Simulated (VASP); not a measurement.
MgO, 8 atoms in the cell. Symmetry: Cm, No. 8, monoclinic system. The conventional cell has a = 5.961 Å, b = 5.961 Å, c = 4.215 Å, α = 90.00°, β = 90.00°, γ = 90.00°. Within 2.3 Å of Mg (site symmetry m) lie 3 O at 1.70 to 2.01 Å. Within 2.8 Å of Mg (site symmetry m) lie 6 O at 2.11 Å. Within 2.8 Å of Mg (site symmetry 1) lie 6 O at 2.11 Å and 1 Mg at 2.59 Å. O (site symmetry 1) has 6 Mg at 2.01 to 2.30 Å within 2.7 Å. Within 2.3 Å of O (site symmetry m) lie 5 Mg at 1.70 to 2.11 Å. O (site symmetry m) has 6 Mg at 2.11 Å within 2.8 Å.  This cell differs from its parent crystal: atom 1 (Mg) moved by -0.212 Å along [1 1 0] and -0.424 Å along [0 0 1].

- Program: VASP 6.6.1
- Task: single point
- Functional: PBEsol
- Potentials or basis: VASP PAW PBE potentials, release 64 (Mg, O)
- Cutoff: 520 eV
- k mesh: 6 × 6 × 6
- Occupations: gaussian, width 0.05 eV
- Spin: no spin polarisation
- Dipole correction: no
- Further INCAR settings: ALGO = Normal; EDIFF = 1e-06; NBANDS = 26

Potentials or basis: VASP PAW PBE potentials, release 64 (Mg, O).

The run is started by

```sh
$ cat potpaw_PBE.64/Mg/POTCAR potpaw_PBE.64/O/POTCAR > POTCAR
$ mpirun -np 1 vasp_std > vasp.out
```

Hardware: 1 thread of Intel Xeon 8259CL, with other jobs on the host.

Estimate the wall time of this run.

Run time: 100 s on 1 thread of Intel Xeon 8259CL (shared host), peak memory 0.24 GiB. Counts: scf iterations 13, k points 68.
